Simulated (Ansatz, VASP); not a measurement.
**One calculation of AlFe, two programs**

```
Al Fe
1.0
     2.92072    0.00000    0.00000
     0.00000    2.92072    0.00000
     0.00000    0.00000    2.92072
Al Fe
1 1
Cartesian
  0.0000 0.0000 0.0000
  1.4604 1.4604 1.4604
```

Alike in both runs: functional r2SCAN; k mesh 16 × 16 × 16; occupations methfessel-paxton of order 1, width 0.1 eV; collinear spin.

Ansatz relaxed the structure, and its values are those at the end. VASP's run is a single point on that final structure, the one shown.

|  | VASP | Ansatz |
| --- | --- | --- |
| version | VASP 6.6.1 | Ansatz 0.2.0 |
| potentials or method | VASP PAW PBE potentials, release 64 (Al, Fe) | scalar-relativistic, plane waves, PAW |
| plane-wave cutoff (eV) | 520 | 500 |
| valence electrons in the cell | 11 | 19 |

```csv
,VASP,Ansatz,Ansatz less VASP
gap on the k mesh at the Fermi level (eV),none,none,-
pressure (GPa),-12.0,0.0,+12.04
net moment per atom (μB),0.42,1.00,+0.578
size of the moment on the site where the two differ most (μB),0.97,2.21,+1.240
```

The net moments are unlike, so the other rows may belong to different states. VASP's potentials were made for PBE, not for r2SCAN. Site moments also hang on the region over which each program counts them. A gap of «none» marks a metal or a gap that the smearing closes. VASP's potentials hold 11 valence electrons a cell and Ansatz's 19, so a difference there can come from the potentials and not from the codes.
